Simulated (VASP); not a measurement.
# AgSn2SeI3 (Amm2) in VASP: a series of runs, part 2 of 2

VASP 6.6.1. The steps go on from the part before.

### Step 3. Single point, PBE

This run uses another cell than the first one, of 36.56 Å³/atom, 0.988 times its volume.

Contents of INCAR:

```
PREC = Accurate ; ENCUT = 520
EDIFF = 1E-6 ; ISMEAR = 0
SIGMA = 0.1 ; LREAL = F
LASPH = T ; NELM = 80
ALGO = Normal ; ISIF = 2
LWAVE = F ; LCHARG = F
GGA = PE ; NBANDS = 42
```

Contents of KPOINTS:

```
Automatic mesh
0
Gamma
  4 2 2
```

Contents of POSCAR:

```
AgSn2SeI3
1.0
   -4.0236868492      0.0000000000      0.0000000000
    0.0000000000      5.1921111241      6.1249692459
    0.0000000000      5.1921111241     -6.1249692459
Ag Sn Se I
1 2 1 3
Direct
    1.0000000000      0.9996903452      0.0003096548
    0.5000000000      0.5170749865      0.0810446239
    0.5000000000      0.9189553761      0.4829250135
    1.0000000000      0.7906484096      0.2093515904
    1.0000000000      0.2245293869      0.7754706131
    0.0000000000      0.3327640558      0.2836625700
    1.0000000000      0.7163374300      0.6672359442
```

Potentials or basis: VASP PAW PBE potentials, release 64 (Ag, Sn_d, Se, I).

The run is started by

```console
cat potpaw_PBE.64/Ag/POTCAR potpaw_PBE.64/Sn_d/POTCAR potpaw_PBE.64/Se/POTCAR potpaw_PBE.64/I/POTCAR > POTCAR
mpirun -np 1 vasp_std > vasp.out
```

OUTCAR:

```text
PREC = Accurate
   ENCUT = 520
   EDIFF = 1E-6
   ISMEAR = 0
   LREAL = F
   LASPH = T
   NELM = 80
   ISIF = 2
   GGA = PE

 ion  position               nearest neighbor table
   1  0.000  1.000  0.000-   4 2.56   5 2.75   6 3.22   7 3.22
   2  0.500  0.517  0.081-   4 3.03   4 3.03   6 3.11   6 3.11
   3  0.500  0.919  0.483-   4 3.03   4 3.03   7 3.11   7 3.11
   4  0.000  0.791  0.209-   1 2.56   2 3.03   3 3.03   2 3.03   3 3.03
   5  0.000  0.225  0.775-   1 2.75
   6  0.000  0.333  0.284-   2 3.11   2 3.11   1 3.22
   7  0.000  0.716  0.667-   3 3.11   3 3.11   1 3.22

  LATTYP: Found a base centered orthorhombic cell.
 ALAT       =    10.3842222482
 B/A-ratio  =     1.1796683660
 C/A-ratio  =     0.3874808101

  Lattice vectors:

 A1 = (   0.0000000000,   5.1921111241,   6.1249692459)
 A2 = (   0.0000000000,   5.1921111241,  -6.1249692459)
 A3 = (  -4.0236868492,   0.0000000000,   0.0000000000)

Analysis of symmetry for initial positions (statically):
=====================================================================
 Subroutine PRICEL returns:
 Original cell was already a primitive cell.

[... 168 lines left out ...]
 fundamental gap:      1.0169237270
 Fermi energy:         3.9834296535

 k-point     1 :       0.0000    0.0000    0.0000
  band No.  band energies     occupation
      1     -18.2073      2.00000
      2     -18.2045      2.00000
      3     -18.2006      2.00000
      4     -18.1927      2.00000
      5     -18.1860      2.00000
      6     -18.1848      2.00000
[... 394 lines left out ...]
     41       7.8588      0.00000
     42       9.4804      0.00000

------------------------ aborting loop because EDIFF is reached ----------------------------------------

  FORCE on cell =-STRESS in cart. coord.  units (eV):
  Direction    XX          YY          ZZ          XY          YZ          ZX
  --------------------------------------------------------------------------------------
  -------------------------------------------------------------------------------------
  Total        0.4639370      0.0963947      0.0593702      0.0000000      0.0000000      0.0000000
  in kB        2.9044740      0.6034781      0.3716868      0.0000000      0.0000000      0.0000000
  external PRESSURE =       1.2932130 kB  Pullay stress =       0.0000000 kB

 VOLUME and BASIS-vectors are now :
 -----------------------------------------------------------------------------
  energy-cutoff  :      520.00
  volume of cell :      255.92
      direct lattice vectors                 reciprocal lattice vectors
    -4.023686849  0.000000000  0.000000000    -0.248528287  0.000000000  0.000000000
     0.000000000  5.192111124  6.124969246     0.000000000  0.096299942  0.081633063
     0.000000000  5.192111124 -6.124969246     0.000000000  0.096299942 -0.081633063

 POSITION                                       TOTAL-FORCE (eV/Angst)
 -----------------------------------------------------------------------------------
      0.00000      5.19211      6.12118         0.000000      0.000000      0.012860
     -2.01184      3.10550      2.67067         0.000000      0.035651     -0.008900
     -2.01184      7.27872      2.67067         0.000000     -0.035651     -0.008900
      0.00000      5.19211      3.56043         0.000000      0.000000      0.025827
      0.00000      5.19211     -3.37450         0.000000      0.000000     -0.024326
      0.00000      3.20056      0.30075         0.000000      0.014228      0.001719
      0.00000      7.18367      0.30075         0.000000     -0.014228      0.001719
 -----------------------------------------------------------------------------------
    total drift:                               -0.000000     -0.000000     -0.001963

  FREE ENERGIE OF THE ION-ELECTRON SYSTEM (eV)
  ---------------------------------------------------
  free  energy   TOTEN  =       -20.3919448430 eV

  energy  without entropy=      -20.3919448430  energy(sigma->0) =      -20.39194484
```

OSZICAR:

```text
N       E                     dE             d eps       ncg     rms          rms(c)
DAV:   1     0.607654898395E+03    0.60765E+03   -0.28184E+04   764   0.161E+03
DAV:   2     0.769414487399E+02   -0.53071E+03   -0.51006E+03   756   0.418E+02
DAV:   3    -0.152403305277E+02   -0.92182E+02   -0.88246E+02   928   0.157E+02
DAV:   4    -0.209956175716E+02   -0.57553E+01   -0.57136E+01   878   0.415E+01
DAV:   5    -0.211833673408E+02   -0.18775E+00   -0.18758E+00   968   0.835E+00    0.731E+00
DAV:   6    -0.204119626385E+02    0.77140E+00   -0.11522E+00   936   0.874E+00    0.486E+00
DAV:   7    -0.203943317529E+02    0.17631E-01   -0.79588E-01   894   0.327E+00    0.214E+00
DAV:   8    -0.203895872821E+02    0.47445E-02   -0.53483E-02   846   0.144E+00    0.909E-01
DAV:   9    -0.203914841929E+02   -0.18969E-02   -0.13042E-02   860   0.588E-01    0.204E-01
DAV:  10    -0.203917237162E+02   -0.23952E-03   -0.76826E-04   896   0.140E-01    0.118E-01
DAV:  11    -0.203919233502E+02   -0.19963E-03   -0.29636E-04   780   0.759E-02    0.447E-02
DAV:  12    -0.203919269410E+02   -0.35908E-05   -0.19673E-05   916   0.259E-02    0.263E-02
DAV:  13    -0.203919447916E+02   -0.17851E-04   -0.29980E-05   704   0.222E-02    0.748E-03
DAV:  14    -0.203919448430E+02   -0.51407E-07   -0.10601E-06   574   0.724E-03
   1 F= -.20391945E+02 E0= -.20391945E+02  d E =-.840944E-13
```

stdout:

```text
POSCAR found type information on POSCAR AgSnSeI
 POSCAR found :  4 types and       7 ions
 scaLAPACK will be used
 LDA part: xc-table for (Slater+PW92), standard interpolation
 POSCAR, INCAR and KPOINTS ok, starting setup
 FFT: planning ... GRIDC
 FFT: planning ... GRID_SOFT
 FFT: planning ... GRID
 WAVECAR not read
 entering main loop
```

Run time: 57 s. Hardware: 1 thread of Intel Xeon 6975P-C (Granite Rapids), shared host; peak memory 0.39 GiB.

What came out:

```
Free energy            : -20.3919 eV
Pressure               : 0.1 GPa
Largest force          : 0.037 eV/Å
Band gap on the k mesh : 1.02 eV, indirect (least direct gap 1.24 eV)
```

Forces on the atoms (eV/Å):
```
Ag   0.000  0.000  0.013
Sn   0.000  0.036 -0.009
Sn   0.000 -0.036 -0.009
Se   0.000  0.000  0.026
I    0.000  0.000 -0.024
I    0.000  0.014  0.002
I    0.000 -0.014  0.002
```

Caveat: spin-orbit coupling is left out, which moves the levels of the heavy elements. A k mesh can miss the band edges.
